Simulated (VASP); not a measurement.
# CdSe (Cadmoselite) (P6_3mc) in VASP: notebook

Runs on CdSe (Cadmoselite). Level: LDA. Tasks: single point.

All numbers are computed with VASP 6.6.1; they aren't measurements. Logs are shortened: lines on timing, memory, paths and dates and some standing lists are left out, and cuts for length are marked.

## (1) The cell of the first run

Symmetry: P6_3mc, No. 186, hexagonal system. Conventional cell: a = 4.247 Å, b = 4.247 Å, c = 6.942 Å, α = 90.00°, β = 90.00°, γ = 120.00°. Within 3.4 Å of Cd (site symmetry 3m) lie 4 Se at 2.60 to 2.61 Å. Within 3.4 Å of Se (site symmetry 3m) lie 4 Cd at 2.60 to 2.61 Å.

## (2) Single point, LDA

INCAR

```
SYSTEM = CdSe
ALGO     = Normal         ! electronic algorithm
EDIFF    = 1E-6           ! SCF threshold, eV
ENCUT    = 520            ! plane-wave cutoff, eV
ISIF     = 2              ! what is computed and relaxed
ISMEAR   = -1             ! smearing method
LASPH    = .True.         ! aspherical terms in the spheres
LCHARG   = .True.         ! write CHGCAR
LELF     = .True.         ! ELF
LREAL    = .False.        ! projectors in reciprocal space
LVHAR    = .True.       
LWAVE    = .False.        ! write WAVECAR
NBANDS   = 26             ! bands
NELM     = 80             ! most SCF steps
PREC     = Accurate       ! precision mode
SIGMA    = 0.08           ! smearing width, eV
```

KPOINTS

```
k-points
0
Gamma
  8 8 4
  0 0 0
```

POSCAR

```
CdSe
1.0
    4.2470825526      0.0000000000      0.0000000000
   -2.1235412763      3.6780813825      0.0000000000
    0.0000000000      0.0000000000      6.9420032420
Cd Se
2 2
Direct
    0.3333333333      0.6666666667      0.0048579434
    0.6666666667      0.3333333333      0.5048579434
    0.3333333333      0.6666666667      0.3801420566
    0.6666666667      0.3333333333      0.8801420566
```

Potentials or basis: VASP PAW LDA potentials, release 64 (Cd, Se).

Started as:

```sh
cat potpaw_LDA.64/Cd/POTCAR potpaw_LDA.64/Se/POTCAR > POTCAR
mpirun -np 1 vasp_std > vasp.out
```

OUTCAR:

```text
SYSTEM = CdSe
   EDIFF = 1E-6
   ENCUT = 520
   ISIF = 2
   ISMEAR = -1
   LASPH = .True.
   LREAL = .False.
   NELM = 80
   PREC = Accurate

 ion  position               nearest neighbor table
   1  0.333  0.667  0.005-   4 2.60   4 2.60   4 2.60   3 2.61
   2  0.667  0.333  0.505-   3 2.60   3 2.60   3 2.60   4 2.61
   3  0.333  0.667  0.380-   2 2.60   2 2.60   2 2.60   1 2.61
   4  0.667  0.333  0.880-   1 2.60   1 2.60   1 2.60   2 2.61

  LATTYP: Found a hexagonal cell.
 ALAT       =     4.2470825526
 C/A-ratio  =     1.6345345672

  Lattice vectors:

 A1 = (   4.2470825526,   0.0000000000,   0.0000000000)
 A2 = (  -2.1235412763,   3.6780813825,   0.0000000000)
 A3 = (   0.0000000000,   0.0000000000,   6.9420032420)

Analysis of symmetry for initial positions (statically):
=====================================================================
 Subroutine PRICEL returns:
 Original cell was already a primitive cell.

 Routine SETGRP: Setting up the symmetry group for a
 hexagonal supercell.

 Subroutine GETGRP returns: Found 12 space group operations
 (whereof  6 operations were pure point group operations)
 out of a pool of 24 trial point group operations.

The static configuration has the point symmetry C_3v.
 The point group associated with its full space group is C_6v.

Analysis of symmetry for dynamics (positions and initial velocities):
=====================================================================
 Subroutine PRICEL returns:
 Original cell was already a primitive cell.

 Routine SETGRP: Setting up the symmetry group for a
 hexagonal supercell.

 Subroutine GETGRP returns: Found 12 space group operations
 (whereof  6 operations were pure point group operations)
 out of a pool of 24 trial point group operations.

The dynamic configuration has the point symmetry C_3v.
 The point group associated with its full space group is C_6v.

 Subroutine INISYM returns: Found 12 space group operations
 (whereof  6 operations are pure point group operations),
 and found     1 'primitive' translations

----------------------------------------------------------------------------------------

                                     Primitive cell

  volume of cell :     108.4418

  direct lattice vectors                    reciprocal lattice vectors
     4.247082553  0.000000000  0.000000000     0.235455748  0.135940440  0.000000000
    -2.123541276  3.678081382  0.000000000     0.000000000  0.271880879  0.000000000
     0.000000000  0.000000000  6.942003242     0.000000000  0.000000000  0.144050639

  length of vectors
     4.247082553  4.247082553  6.942003242     0.271880879  0.271880879  0.144050639

  position of ions in fractional coordinates (direct lattice)
     0.333333333  0.666666667  0.004857943
     0.666666667  0.333333333  0.504857943
     0.333333333  0.666666667  0.380142057
     0.666666667  0.333333333  0.880142057

  ion indices of the primitive-cell ions
   primitive index   ion index
                 1           1
                 2           2
                 3           3
                 4           4

----------------------------------------------------------------------------------------

 KPOINTS: k-points

Automatic generation of k-mesh.
 Grid dimensions read from file:
 generate k-points for:    8    8    4

 Generating k-lattice:

  Cartesian coordinates                     Fractional coordinates (reciprocal lattice)
     0.029431969  0.016992555  0.000000000     0.125000000  0.000000000  0.000000000
     0.000000000  0.033985110  0.000000000     0.000000000  0.125000000  0.000000000
     0.000000000  0.000000000  0.036012660     0.000000000  0.000000000  0.250000000

  Length of vectors
     0.033985110  0.033985110  0.036012660

  Shift w.r.t. Gamma in fractional coordinates (k-lattice)
     0.000000000  0.000000000  0.000000000

 Subroutine IBZKPT returns following result:
 ===========================================

 Found     30 irreducible k-points:

 Following reciprocal coordinates:
            Coordinates               Weight
  0.000000  0.000000  0.000000      1.000000
  0.125000 -0.000000  0.000000      6.000000
  0.250000 -0.000000  0.000000      6.000000
  0.375000  0.000000  0.000000      6.000000
  0.500000 -0.000000  0.000000      3.000000
  0.125000  0.125000  0.000000      6.000000
[... 16 lines left out ...]
  0.250000 -0.000000  0.500000      6.000000
  0.375000  0.000000  0.500000      6.000000
 [... further k-points ...]
   k-points           NKPTS =     30   k-points in BZ     NKDIM =     30   number of bands    NBANDS=     26
   number of dos      NEDOS =    301   number of ions     NIONS =      4
   total plane-waves  NPLWV =  55296
   dimension x,y,z NGX =    32 NGY =   32 NGZ =   54
   dimension x,y,z NGXF=    64 NGYF=   64 NGZF=  108
   ions per type =               2   2
   NGX,Y,Z   is equivalent  to a cutoff of  12.53, 12.53, 12.93 a.u.
   NGXF,Y,Z  is equivalent  to a cutoff of  25.05, 25.05, 25.86 a.u.
 SYSTEM =  CdSe
   PREC   = accura    normal or accurate (medium, high low for compatibility)
   ISTART =      0    job   : 0-new  1-cont  2-samecut
   ICHARG =      2    charge: 1-file 2-atom 10-const
   ISPIN  =      1    spin polarized calculation?
   LNONCOLLINEAR =      F non collinear calculations
   LSORBIT =      F    spin-orbit coupling
   LASPH  =      T    aspherical Exc in radial PAW
   ENCUT  =  520.0 eV  38.22 Ry    6.18 a.u.   7.90  7.90 12.91*2*pi/ulx,y,z
   NELM   =     80;   NELMIN=  2; NELMDL= -5     # of ELM steps
   EDIFF  = 0.1E-05   stopping-criterion for ELM
   LREAL  =      F    real-space projection
   EDIFFG = 0.1E-04   stopping-criterion for IOM
   NSW    =      0    number of steps for IOM
   IBRION =     -1    ionic relax: 0-MD 1-quasi-New 2-CG
   NFREE  =      0    steps in history (QN), initial steepest desc. (CG)
   ISIF   =      2    stress and relaxation
   ISYM   =      2    0-nonsym 1-usesym 2-fastsym
   POTIM  = 0.5000    time-step for ionic-motion
   TEBEG  =    0.0;   TEEND  =   0.0 temperature during run
   PSTRESS=    0.0 pullay stress
   NELECT =      36.0000    total number of electrons
   NUPDOWN=      -1.0000    fix difference up-down
   EMIN   =  10.00;   EMAX   =-10.00  energy-range for DOS
   EFERMI =   0.00;   METHOD = LEGACY
   ISMEAR =    -1;   SIGMA  =   0.08  broadening in eV -4-tet -1-fermi 0-gaus
   EFERMI_NEDOS =   21; number of points for ismear=-14 and -15
   IALGO  =     38    algorithm
   IMIX   =      4    mixing-type and parameters
     AMIX     =   0.40;   BMIX     =  1.00
     AMIX_MAG =   1.60;   BMIX_MAG =  1.00
  volume/ion in A,a.u.               =      27.11       182.95
  Fermi-wavevector in a.u.,A,eV,Ry     =   1.133557  2.142112 17.482828  1.284952
  Thomas-Fermi vector in A             =   2.270260
   LORBIT       =      0    0 simple, 1 ext, 2 COOP (PROOUT), +10 PAW based schemes
   GGA     = CA    functional components
   LHFCALC =     F    Hartree Fock is set to
   AEXX    =    0.0000 exact exchange contribution
   IVDW    =     0    specifies the selected vdW correction
   LEPSILON=     F    determine dielectric tensor
   LRPA    =     F    only Hartree local field effects (RPA)
 non-spin polarized calculation
  energy-cutoff  :      520.00
  volume of cell :      108.44
 maximum number of plane-waves:      2938
 NGX is ok and might be reduce to    32
   NGX = 15   NGY = 15   NGZ = 25

 number of electron      36.0000009 magnetization

 Free energy of the ion-electron system (eV)
  ---------------------------------------------------
  ext. energy  EPLUGINS =         0.00000000
  ---------------------------------------------------
  free energy    TOTEN  =       -13.51777630 eV

  energy without entropy =      -13.51717363  energy(sigma->0) =      -13.51747496

 E-fermi :   1.4479     XC(G=0):  -9.4486

 val. band max:        1.1275471910   @ k =   0.0000   0.0000   0.0000
 cond. band min:       1.6228085352   @ k =   0.0000   0.0000   0.0000
 fundamental gap:      0.4952613443
 Fermi energy:         1.4478829968

 k-point     1 :       0.0000    0.0000    0.0000
  band No.  band energies     occupation
      1     -11.7444      2.00000
      2     -11.3261      2.00000
      3      -6.9581      2.00000
      4      -6.9485      2.00000
      5      -6.9485      2.00000
      6      -6.8729      2.00000
[... 18 lines left out ...]
     25       8.0705      0.00000
     26       8.7320      0.00000

 k-point     2 :       0.1250   -0.0000    0.0000
  band No.  band energies     occupation
      1     -11.6912      2.00000
      2     -11.3017      2.00000
      3      -6.9416      2.00000
      4      -6.9293      2.00000
      5      -6.9121      2.00000
      6      -6.8501      2.00000
[... 18 lines left out ...]
     25       8.4295      0.00000
     26       8.4536      0.00000

 k-point     3 :       0.2500   -0.0000    0.0000
  band No.  band energies     occupation
      1     -11.5563      2.00000
      2     -11.2473      2.00000
      3      -6.9022      2.00000
      4      -6.8889      2.00000
      5      -6.8144      2.00000
      6      -6.7812      2.00000
[... 18 lines left out ...]
     25       8.4919      0.00000
     26       9.0041      0.00000

 k-point     4 :       0.3750    0.0000    0.0000
  band No.  band energies     occupation
      1     -11.4060      2.00000
      2     -11.2057      2.00000
      3      -6.8733      2.00000
      4      -6.8594      2.00000
      5      -6.7335      2.00000
      6      -6.7179      2.00000
[... 18 lines left out ...]
     25       8.8878      0.00000
     26       9.7670      0.00000

 k-point     5 :       0.5000   -0.0000    0.0000
  band No.  band energies     occupation
      1     -11.3323      2.00000
      2     -11.1992      2.00000
      3      -6.8652      2.00000
      4      -6.8509      2.00000
      5      -6.6932      2.00000
      6      -6.6811      2.00000
[... 18 lines left out ...]
     25       8.9908      0.00000
     26      10.7705      0.00000

 k-point     6 :       0.1250    0.1250    0.0000
  band No.  band energies     occupation
      1     -11.5970      2.00000
      2     -11.2624      2.00000
      3      -6.9097      2.00000
      4      -6.9030      2.00000
      5      -6.8404      2.00000
      6      -6.8131      2.00000
[... 427 lines left out ...]
 k-point    21 :       0.0000    0.0000    0.5000
  band No.  band energies     occupation
      1     -11.5344      2.00000
      2     -11.5344      2.00000
      3      -6.9162      2.00000
      4      -6.9162      2.00000
      5      -6.9162      2.00000
      6      -6.9162      2.00000
[... 18 lines left out ...]
     25       7.2688      0.00000
     26       7.2688      0.00000

 k-point    22 :       0.1250   -0.0000    0.5000
  band No.  band energies     occupation
      1     -11.4944      2.00000
      2     -11.4944      2.00000
      3      -6.8949      2.00000
      4      -6.8949      2.00000
      5      -6.8924      2.00000
      6      -6.8924      2.00000
[... 18 lines left out ...]
     25       7.6014      0.00000
     26       7.6014      0.00000

 k-point    23 :       0.2500   -0.0000    0.5000
  band No.  band energies     occupation
      1     -11.3969      2.00000
      2     -11.3969      2.00000
      3      -6.8539      2.00000
      4      -6.8539      2.00000
      5      -6.8369      2.00000
      6      -6.8369      2.00000
[... 18 lines left out ...]
     25       8.3343      0.00000
     26       8.3343      0.00000

 k-point    24 :       0.3750    0.0000    0.5000
  band No.  band energies     occupation
      1     -11.2985      2.00000
      2     -11.2985      2.00000
      3      -6.8369      2.00000
      4      -6.8369      2.00000
      5      -6.7869      2.00000
      6      -6.7869      2.00000
[... 18 lines left out ...]
     25       8.8685      0.00000
     26       8.8685      0.00000

 [... further k-points ...]

------------------------ aborting loop because EDIFF is reached ----------------------------------------

  FORCE on cell =-STRESS in cart. coord.  units (eV):
  Direction    XX          YY          ZZ          XY          YZ          ZX
  --------------------------------------------------------------------------------------
  -------------------------------------------------------------------------------------
  Total        0.3417035      0.3417035      0.3365688      0.0000000      0.0000000      0.0000000
  in kB        5.0485088      5.0485088      4.9726461      0.0000000      0.0000000      0.0000000
  external PRESSURE =       5.0232213 kB  Pullay stress =       0.0000000 kB

 VOLUME and BASIS-vectors are now :
 -----------------------------------------------------------------------------
  energy-cutoff  :      520.00
  volume of cell :      108.44
      direct lattice vectors                 reciprocal lattice vectors
     4.247082553  0.000000000  0.000000000     0.235455748  0.135940440  0.000000000
    -2.123541276  3.678081382  0.000000000     0.000000000  0.271880879  0.000000000
     0.000000000  0.000000000  6.942003242     0.000000000  0.000000000  0.144050639

 POSITION                                       TOTAL-FORCE (eV/Angst)
 -----------------------------------------------------------------------------------
     -0.00000      2.45205      0.03372         0.000000     -0.000000      0.001535
      2.12354      1.22603      3.50473        -0.000000      0.000000      0.001535
     -0.00000      2.45205      2.63895        -0.000000      0.000000     -0.001535
      2.12354      1.22603      6.10995         0.000000     -0.000000     -0.001535
 -----------------------------------------------------------------------------------
    total drift:                               -0.000000      0.000000     -0.000205

  FREE ENERGIE OF THE ION-ELECTRON SYSTEM (eV)
  ---------------------------------------------------
  free  energy   TOTEN  =       -13.5177763023 eV

  energy  without entropy=      -13.5171736260  energy(sigma->0) =      -13.51747496
```

Wall time 98 s (1 thread of AMD EPYC 7R43 (Zen 3), shared host); peak memory 0.19 GiB.

Results:

* Free energy: -13.5178 eV
* Pressure: 0.5 GPa
* Band gap on the k mesh: 0.50 eV, direct

(Continued in part 2 of 2.)
